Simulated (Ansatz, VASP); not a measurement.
## One calculation of Ti, two programs

The input INCAR:

```
SYSTEM = Ti
PREC = Accurate ; ENCUT = 520
EDIFF = 1E-7 ; ISMEAR = -1
SIGMA = 0.1 ; LREAL = .False.
LASPH = .True. ; NELM = 80
ALGO = Normal ; ISIF = 2
LWAVE = .False. ; LCHARG = .True.
GGA = B5 ; ALDAX = 1.0
AGGAX = 1.0 ; AGGAC = 1.0
ALDAC = 0.0 ; LELF = .True.
LVHAR = .True. ; NBANDS = 12
```

The input KPOINTS:

```
regular mesh
0
Gamma
  15 15 15
  0 0 0
```

The input POSCAR:

```
Ti
1.0
    0.0000000000      2.1005697914      2.1005697914
    2.1005697914      0.0000000000      2.1005697914
    2.1005697914      2.1005697914      0.0000000000
Ti
1
Direct
    0.0000000000      0.0000000000      0.0000000000
```

Input for Ansatz:

```yaml
crystal:
  lattice:
    - [0.0, 2.1005697914, 2.1005697914]
    - [2.1005697914, 0.0, 2.1005697914]
    - [2.1005697914, 2.1005697914, 0.0]
  atoms:
    - { symbol: Ti, position: [0.0, 0.0, 0.0] }
hamiltonian:
  xc: blyp
  pseudopotentials:
    kind: paw
    azcp:
      Ti: "pseudopotentials/Ti.paw.azcp"
basis:
  ecutwfc: 420
  fft_grid_basis: typed
kpoints:
  mp_grid: { grid: [15, 15, 15], shift: [0, 0, 0] }
magnetization:
  spin_polarized: false
scf:
  occupations: { method: fermi_dirac, width: 0.1 }
  lower_state_search: "off"
output:
  stress: true
  write_density: true
  write_potential: true
  elf: true
  volumetric_format: npy
```

Alike in both runs: task single point; functional BLYP; k mesh 15 × 15 × 15; occupations fermi-dirac, width 0.1 eV; no spin polarisation.

```csv
,VASP,Ansatz
version,VASP 6.6.1,Ansatz 0.2.0
potentials or method,"VASP PAW PBE potentials, release 64 (Ti_sv), cutoff 520 eV","plane waves (420 eV) with PAW, scalar-relativistic"
valence electrons in the cell,12,12
```

|  | VASP | Ansatz | Ansatz less VASP |
| --- | --- | --- | --- |
| pressure (GPa) | -3.7 | -3.7 | 0.00 |

VASP's potentials were made for PBE, not for BLYP.
